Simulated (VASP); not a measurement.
A run of VASP 6.6.1:

The input POSCAR:

```
MoS2
1.0
    1.5875907324      0.9165959367      6.1939396871
   -1.5875907324      0.9165959367      6.1939396871
    0.0000000000     -1.8331918734      6.1939396871
Mo S
1 2
Direct
   -0.0000146007     -0.0000146007     -0.0000146007
    0.4170015113      0.4170015113      0.4170015113
    0.2496797561      0.2496797561      0.2496797561
```

The input INCAR.step1:

```
SYSTEM = MoS2
PREC = Accurate
ENCUT = 520
ISMEAR = 0
SIGMA = 0.01
LREAL = .FALSE.
LASPH = .TRUE.
NELM = 80
NBANDS = 20
GGA = PE
ALGO = Normal
EDIFF = 1E-4
LWAVE = .TRUE.
LCHARG = .FALSE.
```

The input INCAR.step2:

```
SYSTEM = MoS2
PREC = Accurate
ENCUT = 520
EDIFF = 1E-6
ISMEAR = 0
SIGMA = 0.01
LREAL = .FALSE.
LASPH = .TRUE.
NELM = 80
ALGO = Normal
ISIF = 2
LWAVE = .FALSE.
LCHARG = .FALSE.
METAGGA = R2SCAN
LMIXTAU = .TRUE.
NBANDS = 20
ISTART = 1
```

The input KPOINTS:

```
regular mesh
0
G
  10 10 10
  0 0 0
```

Potentials or basis: VASP PAW PBE potentials, release 64 (Mo_sv, S).

The run is started by

```sh
$ cat potpaw_PBE.64/Mo_sv/POTCAR potpaw_PBE.64/S/POTCAR > POTCAR
$ cp INCAR.step1 INCAR
$ mpirun -np 1 vasp_std > vasp.out
$ cp INCAR.step2 INCAR
$ mpirun -np 1 vasp_std > vasp.out
```

Hardware: 1 thread of Intel Xeon 8259CL (shared host).

Q: Estimate the wall time of this run.

A: Run time: 30 min on 1 thread of Intel Xeon 8259CL, on a shared host, peak memory 0.43 GiB. Counts: k points 116.
